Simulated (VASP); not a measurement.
Bi, 2 atoms in the cell. The structure is hexagonal, space group P6_3/mmc (No. 194). The conventional cell has a = 3.440 Å, b = 3.440 Å, c = 5.884 Å, α = 90.00°, β = 90.00°, γ = 120.00°. Within 4.5 Å of Bi (site symmetry -6m2) lie 12 Bi at 3.44 to 3.55 Å. 

- Program: VASP 6.6.1
- Task: single point
- Functional: PBEsol
- Potentials or basis: VASP PAW PBE potentials, release 64 (Bi_d)
- Cutoff: 520 eV
- k mesh: 12 × 12 × 7
- Occupations: fermi-dirac, width 0.1 eV
- Spin: no spin polarisation
- Dipole correction: no
- Further INCAR settings: ALGO = Normal; EDIFF = 1e-06; NBANDS = 22

Potentials or basis: VASP PAW PBE potentials, release 64 (Bi_d).

The run is started by

```console
$ cat potpaw_PBE.64/Bi_d/POTCAR > POTCAR
$ mpirun -np 1 vasp_std > vasp.out
```

Hardware: 1 thread of Intel(R) Xeon(R) 6975P-C (Granite Rapids), with other jobs on the host.

Task: Estimate the wall time of this run.

Result: Wall time 37 s on 1 thread of Intel(R) Xeon(R) 6975P-C (Granite Rapids) (shared host), peak memory 0.22 GiB. Counts: scf iterations 10, k points 76.
